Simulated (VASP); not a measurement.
# Al in VASP: notebook

Al is run at these levels: PBEsol; tasks: single point.

All numbers are computed with VASP 6.6.1; they aren't measurements. Logs are shortened: lines on timing, memory, paths and dates and some standing lists are left out, and cuts for length are marked.

### 1 The cell of the first run

The cell holds a slab with vacuum, 16 atoms: a = 5.728 Å, b = 5.728 Å, c = 17.075 Å, α = 90.00°, β = 90.00°, γ = 90.00°.

### 2 Single point, PBEsol

The input, INCAR:

```
SYSTEM = Al
PREC = Accurate
ENCUT = 520
EDIFF = 1E-6
ISMEAR = -1
SIGMA = 0.15
LREAL = Auto
LASPH = .TRUE.
NELM = 100
ALGO = Normal
ISIF = 2
LWAVE = .FALSE.
LCHARG = .FALSE.
GGA = PS
NBANDS = 38
```

The input, KPOINTS:

```
regular mesh
0
G
  3 3 1
  0 0 0
```

The input, POSCAR:

```
Al
1.0
    5.7275650000      0.0000000000      0.0000000000
    0.0000000000      5.7275650000      0.0000000000
    0.0000000000      0.0000000000     17.0750000000
Al
16
Direct
    0.2500015277      0.2500015277      0.0585651537
    0.7500045831      0.2500015277      0.0585651537
    0.2500015277      0.7500045831      0.0585651537
    0.7500045831      0.7500045831      0.0585651537
    0.0372933350     -0.0421295961      0.1748638360
    0.4965810078     -0.0172673728      0.1725563690
   -0.0162198072      0.4688205197      0.1624714495
    0.5122770322      0.4821071433      0.1734582723
    0.2855663794      0.1904998023      0.3085680820
    0.7573200828      0.2007659450      0.2884392387
    0.2794904990      0.7426192457      0.2976749634
    0.7890787796      0.7194156679      0.2852650073
    0.0616492349     -0.0894271824      0.4308814056
    0.6095260377      0.0026712923      0.4230746706
    0.0884145357      0.4625351262      0.4042635432
    0.5569033263      0.4837483294      0.4048316252
```

Potentials or basis: VASP PAW PBE potentials, release 64 (Al).

Launch:

```sh
$ cat potpaw_PBE.64/Al/POTCAR > POTCAR
$ mpirun -np 1 vasp_std > vasp.out
```

OUTCAR:

```text
SYSTEM = Al
   PREC = Accurate
   ENCUT = 520
   EDIFF = 1E-6
   ISMEAR = -1
   LREAL = Auto
   LASPH = .TRUE.
   NELM = 100
   ISIF = 2
   GGA = PS

 ion  position               nearest neighbor table
   1  0.250  0.250  0.059-   7 2.65   8 2.81   6 2.85   3 2.86   2 2.86   3 2.86   2 2.86   5 2.87

   2  0.750  0.250  0.059-   7 2.55   8 2.73   1 2.86   4 2.86   4 2.86   1 2.86   6 2.87   5 3.07

   3  0.250  0.750  0.059-   5 2.62   6 2.75   7 2.84   4 2.86   1 2.86   4 2.86   1 2.86   8 2.91

   4  0.750  0.750  0.059-   7 2.74   6 2.77   8 2.84   5 2.84   2 2.86   3 2.86   2 2.86   3 2.86

   5  0.037  0.958  0.175-   3 2.62   6 2.63  12 2.73  11 2.80   7 2.83   4 2.84   1 2.87  10 2.88
                             7 2.95   9 3.00   2 3.07   6 3.10
   6  0.497  0.983  0.173-   5 2.63   3 2.75   4 2.77  10 2.78  11 2.83   1 2.85   8 2.86   8 2.87
                             2 2.87   9 2.88  12 2.96   5 3.10
   7  0.984  0.469  0.162-   2 2.55   1 2.65   8 2.71   4 2.74  12 2.77   5 2.83   3 2.84  10 2.94
                             5 2.95   8 3.03  11 3.26
   8  0.512  0.482  0.173-   7 2.71   2 2.73   1 2.81  12 2.83   4 2.84   6 2.86   6 2.87  10 2.90
                             3 2.91  11 2.92   7 3.03   9 3.13
   9  0.286  0.190  0.309-  15 2.52  11 2.57  10 2.72  16 2.82   6 2.88  14 2.90  13 2.93   5 3.00
                            10 3.05   8 3.13  11 3.17
  10  0.757  0.201  0.288-  14 2.70   9 2.72  12 2.76   6 2.78  16 2.81   5 2.88   8 2.90   7 2.94
                            12 2.98   9 3.05  15 3.12
  11  0.279  0.743  0.298-   9 2.57  15 2.66  13 2.77   5 2.80  12 2.82   6 2.83  16 2.84   8 2.92
                            12 2.93   9 3.17  14 3.22   7 3.26
  12  0.789  0.719  0.285-   5 2.73  10 2.76   7 2.77  16 2.79  11 2.82   8 2.83  11 2.93   6 2.96
                            10 2.98  14 3.04  15 3.04  13 3.13
  13  0.062  0.911  0.431-  15 2.61  14 2.65  11 2.77   9 2.93  12 3.13  14 3.18  15 3.20
  14  0.610  0.003  0.423-  13 2.65  10 2.70  16 2.79   9 2.90  16 3.00  12 3.04  13 3.18  11 3.22

  15  0.088  0.463  0.404-   9 2.52  13 2.61  11 2.66  16 2.69  12 3.04  16 3.05  10 3.12  13 3.20

  16  0.557  0.484  0.405-  15 2.69  12 2.79  14 2.79  10 2.81   9 2.82  11 2.84  14 3.00  15 3.05

  LATTYP: Found a simple tetragonal cell.
 ALAT       =     5.7275650000
 C/A-ratio  =     2.9811970707

  Lattice vectors:

 A1 = (   5.7275650000,   0.0000000000,   0.0000000000)
 A2 = (   0.0000000000,   5.7275650000,   0.0000000000)
 A3 = (   0.0000000000,   0.0000000000,  17.0750000000)

Analysis of symmetry for initial positions (statically):
=====================================================================
 Subroutine PRICEL returns:
 Original cell was already a primitive cell.

 Routine SETGRP: Setting up the symmetry group for a
 simple tetragonal supercell.

 Subroutine GETGRP returns: Found  1 space group operations
 (whereof  1 operations were pure point group operations)
 out of a pool of 16 trial point group operations.

The static configuration has the point symmetry C_1 .

Analysis of symmetry for dynamics (positions and initial velocities):
=====================================================================
 Subroutine PRICEL returns:
 Original cell was already a primitive cell.

 Routine SETGRP: Setting up the symmetry group for a
 simple tetragonal supercell.

 Subroutine GETGRP returns: Found  1 space group operations
 (whereof  1 operations were pure point group operations)
 out of a pool of 16 trial point group operations.

The dynamic configuration has the point symmetry C_1 .

 Subroutine INISYM returns: Found  1 space group operations
 (whereof  1 operations are pure point group operations),
 and found     1 'primitive' translations

----------------------------------------------------------------------------------------

                                     Primitive cell

  volume of cell :     560.1454

  direct lattice vectors                    reciprocal lattice vectors
     5.727565000  0.000000000  0.000000000     0.174594265  0.000000000  0.000000000
     0.000000000  5.727565000  0.000000000     0.000000000  0.174594265  0.000000000
     0.000000000  0.000000000 17.075000000     0.000000000  0.000000000  0.058565154

  length of vectors
     5.727565000  5.727565000 17.075000000     0.174594265  0.174594265  0.058565154

  position of ions in fractional coordinates (direct lattice)
     0.250001528  0.250001528  0.058565154
     0.750004583  0.250001528  0.058565154
     0.250001528  0.750004583  0.058565154
     0.750004583  0.750004583  0.058565154
     0.037293335  0.957870404  0.174863836
     0.496581008  0.982732627  0.172556369
[... 8 lines left out ...]
     0.088414536  0.462535126  0.404263543
     0.556903326  0.483748329  0.404831625

  ion indices of the primitive-cell ions
   primitive index   ion index
                 1           1
                 2           2
[... 77 lines left out ...]
   IMIX   =      4    mixing-type and parameters
     AMIX     =   0.40;   BMIX     =  1.00
     AMIX_MAG =   1.60;   BMIX_MAG =  1.00
  volume/ion in A,a.u.               =      35.01       236.25
  Fermi-wavevector in a.u.,A,eV,Ry     =   0.721753  1.363915  7.087638  0.520927
  Thomas-Fermi vector in A             =   1.811541
   LORBIT       =      0    0 simple, 1 ext, 2 COOP (PROOUT), +10 PAW based schemes
   GGA     = PS    functional components
   LHFCALC =     F    Hartree Fock is set to
   AEXX    =    0.0000 exact exchange contribution
   IVDW    =     0    specifies the selected vdW correction
   LEPSILON=     F    determine dielectric tensor
   LRPA    =     F    only Hartree local field effects (RPA)
 non-spin polarized calculation
  energy-cutoff  :      520.00
  volume of cell :      560.15
 maximum number of plane-waves:     15083
 NGX is ok and might be reduce to    42
   NGX = 21   NGY = 21   NGZ = 63

 number of electron      48.0000000 magnetization

 Free energy of the ion-electron system (eV)
  ---------------------------------------------------
  ext. energy  EPLUGINS =         0.00000000
  ---------------------------------------------------
  free energy    TOTEN  =       -60.31430534 eV

  energy without entropy =      -59.80563268  energy(sigma->0) =      -60.05996901

 E-fermi :   1.5575     XC(G=0):  -5.9731

 val. band max:        1.4543265063   @ k =  -0.3333   0.3333   0.0000
 cond. band min:       1.5668400881   @ k =   0.0000   0.0000   0.0000
 fundamental gap:      0.1125135818
 Fermi energy:         1.5574642652

 k-point     1 :       0.0000    0.0000    0.0000
  band No.  band energies     occupation
      1      -9.0221      2.00000
      2      -7.7292      2.00000
      3      -5.5729      2.00000
      4      -4.9582      2.00000
      5      -4.7416      2.00000
      6      -4.3631      2.00000
[... 28 lines left out ...]
     35       3.8041      0.00000
     36       3.9115      0.00000

 k-point     2 :       0.3333    0.0000    0.0000
  band No.  band energies     occupation
      1      -8.5292      2.00000
      2      -7.2727      2.00000
      3      -7.0206      2.00000
      4      -5.7781      2.00000
      5      -5.0711      2.00000
      6      -4.1186      2.00000
[... 28 lines left out ...]
     35       4.1815      0.00000
     36       4.3784      0.00000

 k-point     3 :       0.0000    0.3333    0.0000
  band No.  band energies     occupation
      1      -8.5327      2.00000
      2      -7.2500      2.00000
      3      -7.0378      2.00000
      4      -5.7830      2.00000
      5      -5.0528      2.00000
      6      -4.1991      2.00000
[... 28 lines left out ...]
     35       4.1514      0.00000
     36       4.3315      0.00000

 k-point     4 :       0.3333    0.3333    0.0000
  band No.  band energies     occupation
      1      -8.0400      2.00000
      2      -6.8564      2.00000
      3      -6.6920      2.00000
      4      -6.3084      2.00000
      5      -5.4276      2.00000
      6      -5.1472      2.00000
[... 28 lines left out ...]
     35       4.4869      0.00000
     36       4.5910      0.00000

 k-point     5 :      -0.3333    0.3333    0.0000
  band No.  band energies     occupation
      1      -8.0473      2.00000
      2      -6.7923      2.00000
      3      -6.6012      2.00000
      4      -6.5001      2.00000
      5      -5.4002      2.00000
      6      -5.1851      2.00000
[... 28 lines left out ...]
     35       4.4315      0.00000
     36       4.7267      0.00000
 [bands above 36 left out]

------------------------ aborting loop because EDIFF is reached ----------------------------------------

  FORCE on cell =-STRESS in cart. coord.  units (eV):
  Direction    XX          YY          ZZ          XY          YZ          ZX
  --------------------------------------------------------------------------------------
  -------------------------------------------------------------------------------------
  Total       -4.1853008     -4.6136464      0.6209391     -0.2604476      1.9557666     -1.7222130
  in kB      -11.9711671    -13.1963589      1.7760649     -0.7449551      5.5940565     -4.9260259
  external PRESSURE =      -7.7971537 kB  Pullay stress =       0.0000000 kB

 VOLUME and BASIS-vectors are now :
 -----------------------------------------------------------------------------
  energy-cutoff  :      520.00
  volume of cell :      560.15
      direct lattice vectors                 reciprocal lattice vectors
     5.727565000  0.000000000  0.000000000     0.174594265  0.000000000  0.000000000
     0.000000000  5.727565000  0.000000000     0.000000000  0.174594265  0.000000000
     0.000000000  0.000000000 17.075000000     0.000000000  0.000000000  0.058565154

 POSITION                                       TOTAL-FORCE (eV/Angst)
 -----------------------------------------------------------------------------------
      1.43190      1.43190      1.00000         0.175974     -0.165176     -0.196036
      4.29570      1.43190      1.00000        -0.279710     -0.486164     -0.472110
      1.43190      4.29570      1.00000         0.157600     -0.305267     -0.408605
      4.29570      4.29570      1.00000        -0.057082      0.063380     -0.148083
      0.21360      5.48626      2.98580        -0.793062      0.646745      0.148990
      2.84420      5.62866      2.94640         0.521315      0.157079     -0.005364
[... 8 lines left out ...]
      0.50640      2.64920      6.90280        -1.113345     -0.324620      0.368579
      3.18970      2.77070      6.91250         0.457698      0.114390     -0.021430
 -----------------------------------------------------------------------------------
    total drift:                                0.002331      0.005692     -0.000973

  FREE ENERGIE OF THE ION-ELECTRON SYSTEM (eV)
  ---------------------------------------------------
  free  energy   TOTEN  =       -60.3143053368 eV

  energy  without entropy=      -59.8056326846  energy(sigma->0) =      -60.05996901
```

It took 4.8 min on 1 thread of Intel Xeon Platinum 8259CL at 2.50GHz (Skylake/Cascade Lake), shared host; peak memory 0.56 GiB.

Results:

* Free energy: -60.3143 eV
* Largest force: 1.349 eV/Å
* Band gap on the k mesh: zero (band 24 reaches 1.58 eV, above the bottom of band 25 at 1.43 eV)

Forces on the atoms (eV/Å):
```
Al   0.176 -0.165 -0.196
Al  -0.280 -0.486 -0.472
Al   0.158 -0.305 -0.409
Al  -0.057  0.063 -0.148
Al  -0.793  0.647  0.149
Al   0.521  0.157 -0.005
Al   0.836  0.202  1.039
Al  -0.647 -0.060  0.279
Al  -0.063  0.353 -0.523
Al   0.745  0.413  0.066
Al   0.372 -0.767 -0.188
Al  -0.082 -0.133  0.711
Al   0.346  0.539 -0.406
Al  -0.576 -0.248 -0.243
Al  -1.113 -0.325  0.369
Al   0.458  0.114 -0.021
```

Levels at points of the mesh, in eV from the Fermi level:
```tsv
k point	band 20	band 21	band 22	band 23	band 24	band 25	band 26	band 27	band 28	band 29
(0.00, 0.00, 0.00)	-1.43	-1.26	-1.07	-0.89	-0.31	-0.13	0.01	0.09	0.20	0.31
```

Caveat: the k points lie up to 0.37 Å⁻¹ apart; the PAW data sets were made with another functional, which shifts forces and pressure a little.

### 3 Single point, PBEsol

The input, INCAR:

```
SYSTEM = Al
PREC = Accurate
ENCUT = 520
EDIFF = 1E-6
ISMEAR = -1
SIGMA = 0.15
LREAL = Auto
LASPH = .True.
NELM = 100
ALGO = Normal
ISIF = 2
LWAVE = .False.
LCHARG = .True.
GGA = PS
LELF = .True.
LVHAR = .True.
NBANDS = 38
```

The input, KPOINTS:

```
Automatic mesh
0
Gamma
  3 3 1
  0 0 0
```

The input, POSCAR:

```
Al
1.0
    5.7275650000      0.0000000000      0.0000000000
    0.0000000000      5.7275650000      0.0000000000
    0.0000000000      0.0000000000     17.0750000000
Al
16
Direct
    0.2500015277      0.2500015277      0.0585651537
    0.7500045831      0.2500015277      0.0585651537
    0.2500015277      0.7500045831      0.0585651537
    0.7500045831      0.7500045831      0.0585651537
    0.0079091202     -0.0310952386      0.1756193265
    0.5378725514     -0.0220861745      0.1753674963
    0.0480483417      0.4637572860      0.1856456808
    0.4836959511      0.4524086588      0.1797950220
    0.3120697888      0.1599632654      0.3019736457
    0.8352589626      0.2030007516      0.2930658858
    0.3415413007      0.6715070017      0.2991332357
    0.8314528076      0.6906949114      0.2975871157
    0.1627218547     -0.1200510164      0.4365270864
    0.6586917826     -0.0307111312      0.4314202050
    0.0686853838      0.3837407345      0.4152679356
    0.6428211640      0.4705140841      0.4098740849
```

Potentials or basis: VASP PAW PBE potentials, release 64 (Al).

Launch:

```sh
$ cat potpaw_PBE.64/Al/POTCAR > POTCAR
$ mpirun -np 1 vasp_std > vasp.out
```

Run time: 5.2 min. Hardware: 1 thread of Intel Xeon Platinum 8259CL at 2.50GHz (Skylake/Cascade Lake), shared host; peak memory 0.57 GiB.

The run converged. Its results:

- Free energy: -60.1125 eV
- Largest force: 1.837 eV/Å
- Band gap on the k mesh: zero (band 24 reaches 1.71 eV, above the bottom of band 25 at 1.38 eV)

Forces on the atoms (eV/Å):
```
Al  -0.072 -0.147 -0.050
Al   0.118  0.117  0.241
Al   0.088 -0.160  0.148
Al   0.048 -0.361  0.058
Al   0.653 -0.125 -0.321
Al  -0.631 -0.332  0.182
Al  -0.927  0.224 -0.784
Al   1.694  0.169 -0.691
Al   0.482 -0.062  0.362
Al  -0.829 -0.394  0.430
Al  -0.328  0.508  0.809
Al   0.184  0.817 -0.068
Al  -0.046 -0.027 -0.524
Al  -0.039  0.065 -0.533
Al   1.201  0.058  0.199
Al  -1.595 -0.348  0.544
```

Levels at points of the mesh, in eV from the Fermi level:
| k point | band 20 | band 21 | band 22 | band 23 | band 24 | band 25 | band 26 | band 27 | band 28 | band 29 |
| --- | --- | --- | --- | --- | --- | --- | --- | --- | --- | --- |
| (0.00, 0.00, 0.00) | -1.49 | -1.19 | -0.85 | -0.61 | -0.32 | -0.19 | -0.13 | 0.06 | 0.24 | 0.50 |

Caveat: the k points lie up to 0.37 Å⁻¹ apart; the PAW data sets were made with another functional, which shifts forces and pressure a little.

### 4 Single point, PBEsol

The input, INCAR:

```
SYSTEM = Al
PREC = Accurate ; ENCUT = 520
EDIFF = 1E-6 ; ISMEAR = -1
SIGMA = 0.15 ; LREAL = Auto
LASPH = .True. ; NELM = 80
ALGO = Normal ; ISIF = 2
LWAVE = .False. ; LCHARG = .False.
GGA = PS ; NBANDS = 38
```

The input, KPOINTS:

```
regular mesh
0
Gamma
  3 3 1
  0 0 0
```

The input, POSCAR:

```
Al
1.0
    5.7275650000      0.0000000000      0.0000000000
    0.0000000000      5.7275650000      0.0000000000
    0.0000000000      0.0000000000     17.0750000000
Al
16
Direct
    0.2500015277      0.2500015277      0.0585651537
    0.7500045831      0.2500015277      0.0585651537
    0.2500015277      0.7500045831      0.0585651537
    0.7500045831      0.7500045831      0.0585651537
    0.0336268554     -0.0202529347      0.1685563690
    0.5240796045     -0.0645474997      0.1798243045
    0.0460579670      0.4817404953      0.1849487555
    0.5840701939      0.4563894081      0.1740322108
    0.3796552287      0.1422943258      0.3068696925
    0.8444251615      0.1934155265      0.3100497804
    0.3771410713      0.6227428235      0.3139326501
    0.8894355629      0.7268010053      0.3125329429
    0.2404163026     -0.1391516290      0.4280644217
    0.6915504233     -0.0626968005      0.4222898975
    0.1381739011      0.3273642464      0.4325797950
    0.5940046075      0.4170533202      0.4326559297
```

Launch:

```sh
$ cat potpaw_PBE.64/Al/POTCAR > POTCAR
$ mpirun -np 1 vasp_std > vasp.out
```

It took 4.8 min on 1 thread of Intel Xeon Platinum 8259CL at 2.50GHz (Skylake/Cascade Lake), shared host; peak memory 0.57 GiB.

It converged, with:

* Free energy: -59.8494 eV
* Largest force: 1.619 eV/Å
* Band gap on the k mesh: zero (band 24 reaches 1.72 eV, above the bottom of band 25 at 1.21 eV)

Forces on the atoms (eV/Å):
```
Al   0.213  0.129  0.198
Al   0.436 -0.549 -0.434
Al   0.201 -0.394 -0.102
Al   0.297 -0.111 -0.107
Al  -0.469  0.248  0.829
Al   0.205  0.254 -0.082
Al   0.566 -0.042 -0.067
Al  -1.198  0.203  1.070
Al  -0.612  0.082 -0.015
Al   0.761  0.809 -0.856
Al   0.198 -0.010 -1.238
Al   0.366 -1.051 -0.587
Al  -1.043  0.053  0.701
Al  -0.134 -0.146  0.961
Al  -0.588  0.380 -0.226
Al   0.800  0.144 -0.045
```

Levels at points of the mesh, in eV from the Fermi level:
```
           k point  band 21  band 22  band 23  band 24  band 25  band 26  band 27  band 28
(0.00, 0.00, 0.00)    -1.13    -0.89    -0.52    -0.37    -0.33    -0.15     0.15     0.20
```

Caveat: the k points lie up to 0.37 Å⁻¹ apart; the PAW data sets were made with another functional, which shifts forces and pressure a little.

### 5 Single point, PBEsol

The input, INCAR:

```
ALGO = Normal
EDIFF = 1E-6
ENCUT = 520
GGA = PS
ISIF = 2
ISMEAR = -1
LASPH = True
LCHARG = False
LREAL = Auto
LWAVE = False
NBANDS = 38
NELM = 60
PREC = Accurate
SIGMA = 0.15
```

The input, KPOINTS:

```
k-points
0
Gamma
  3 3 1
```

The input, POSCAR:

```
Al
1.0
    5.7275650000      0.0000000000      0.0000000000
    0.0000000000      5.7275650000      0.0000000000
    0.0000000000      0.0000000000     17.0750000000
Al
16
Direct
    0.2500015277      0.2500015277      0.0585651537
    0.7500045831      0.2500015277      0.0585651537
    0.2500015277      0.7500045831      0.0585651537
    0.7500045831      0.7500045831      0.0585651537
    0.0186292080     -0.0326316681      0.1695168375
    0.5338219645     -0.0342379353      0.1783543192
    0.0475943966      0.4748964001      0.1887203514
    0.5263667894      0.4441503501      0.1750161054
    0.3461680487      0.1486146382      0.3017159590
    0.8367255544      0.1994390286      0.3047847731
    0.3552294911      0.6510270944      0.3096163982
    0.8573451371      0.7060068284      0.3026998536
    0.2096527931     -0.1305266723      0.4312972182
    0.6707737058     -0.0413439219      0.4270805271
    0.0914699353      0.3536581427      0.4224070278
    0.6259378986      0.4474327223      0.4187877013
```

Launch:

```sh
$ cat potpaw_PBE.64/Al/POTCAR > POTCAR
$ mpirun -np 1 vasp_std > vasp.out
```

Run time: 3.9 min. Hardware: 1 thread of Intel Xeon 6975P-C, shared host; peak memory 0.57 GiB.

Results (log left out):

```yaml
Free_energy: -60.5070 eV
Largest_force: 0.888 eV/Å
Band_gap_on_the_k_mesh: zero (band 24 reaches 1.67 eV, above the bottom of band 25 at 1.31 eV)
```

Forces on the atoms (eV/Å):
```
Al  -0.061 -0.027  0.119
Al   0.324 -0.156 -0.024
Al   0.236 -0.326  0.024
Al   0.028 -0.327  0.032
Al   0.077  0.437  0.568
Al  -0.141 -0.488 -0.218
Al  -0.031 -0.269 -0.714
Al   0.147  0.705  0.369
Al  -0.278  0.251  0.513
Al   0.097 -0.195 -0.860
Al   0.117 -0.050 -0.698
Al  -0.137  0.160  0.429
Al  -0.791  0.113  0.215
Al   0.183 -0.207 -0.061
Al   0.545  0.371  0.124
Al  -0.315  0.008  0.183
```

Levels at points of the mesh, in eV from the Fermi level:
```csv
k point,band 22,band 23,band 24,band 25,band 26,band 27
"(0.00, 0.00, 0.00)",-0.88,-0.48,-0.35,-0.24,-0.18,0.18
```

Caveat: the k points lie up to 0.37 Å⁻¹ apart; the PAW data sets were made with another functional, which shifts forces and pressure a little.
